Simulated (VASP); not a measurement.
AlN: single point with LDA

Crystal: AlN.

```xyz
8
Lattice="-1.6378 2.8368 0.0000 0.0000 0.0000 4.1006 4.9135 2.8368 0.0000" Properties=species:S:1:pos:R:3 pbc="T T T"
Al   -0.4960    1.2712    3.0755
Al    1.6378    4.7280    3.0755
Al    1.6378    0.9456    1.0252
Al    3.2757    3.7824    1.0252
N     0.0000    1.8912    1.0252
N     1.6378    4.7280    1.0252
N     1.6378    0.9456    3.0755
N     3.2757    3.7824    3.0755
```

This cell differs from its parent crystal: atom 1 (Al) moved by -0.496 Å along [1 0 0] and -0.620 Å along [1 2 0].

```json
{
 "Program": "VASP 6.6.1",
 "Task": "single point",
 "Functional": "LDA",
 "Potentials or basis": "VASP PAW LDA potentials, release 64 (Al, N)",
 "Cutoff": "520 eV",
 "k mesh": "8 × 6 × 4",
 "Occupations": "gaussian, width 0.05 eV",
 "Spin": "no spin polarisation"
}
```

```
Pressure               : 49.5 GPa
Largest force          : 68.769 eV/Å
Band gap on the k mesh : 0.47 eV, indirect (least direct gap 0.55 eV)
```

Forces in eV/Å, atoms in the order of the input:
```
Al   65.120  22.103   0.000
Al   -3.812  -2.769   0.000
Al   -0.838  -0.676   0.000
Al   -1.004   0.220   0.000
N    -2.654  -2.426   0.000
N     1.566   0.930   0.000
N    -1.159  -0.219   0.000
N   -57.219 -17.165   0.000
```

Stress tensor (GPa, compression positive):
```
132.70  37.85   0.00
 37.85  11.99   0.00
  0.00   0.00   3.69
```

Levels at points of the mesh, in eV from the valence-band top:
```tsv
k point	band 12	band 13	band 14	band 15	band 16	band 17	band 18	band 19	band 20	band 21
(0.00, 0.00, 0.00)	-4.11	-3.54	-2.63	-0.86	-0.08	0.47	2.49	3.84	5.56	6.11
(0.50, 0.00, 0.00)	-4.42	-3.36	-2.72	-2.67	-2.26	3.24	3.25	4.66	4.84	6.03
(0.00, 0.50, 0.00)	-3.69	-3.25	-2.30	-1.91	-0.62	1.46	3.59	4.43	5.39	6.38
(0.50, 0.50, 0.00)	-5.24	-3.57	-2.61	-1.06	-0.76	3.64	3.81	5.24	5.73	6.44
(0.00, 0.00, 0.50)	-3.91	-3.61	-3.52	-1.20	0.00	1.34	3.89	4.82	5.14	6.25
(0.50, 0.00, 0.50)	-4.08	-3.48	-3.00	-2.14	-1.79	1.89	3.05	4.32	5.06	5.71
(0.00, 0.50, 0.50)	-3.43	-3.39	-1.89	-1.87	-0.69	1.11	3.62	4.15	5.63	7.06
(0.50, 0.50, 0.50)	-4.34	-4.03	-2.95	-1.85	-1.15	2.79	3.09	4.24	4.73	6.84
```

Run time: 110 s on 1 thread of Intel Xeon 6975P-C (shared host), peak memory 0.22 GiB.

Caveat: the cell differs from its parent crystal (atom 1 (Al) moved by -0.496 Å along [1 0 0] and -0.620 Å along [1 2 0]); forces of over 1 eV/Å act on the atoms, so gaps and moduli don't describe the material at rest. A k mesh can miss the band edges.
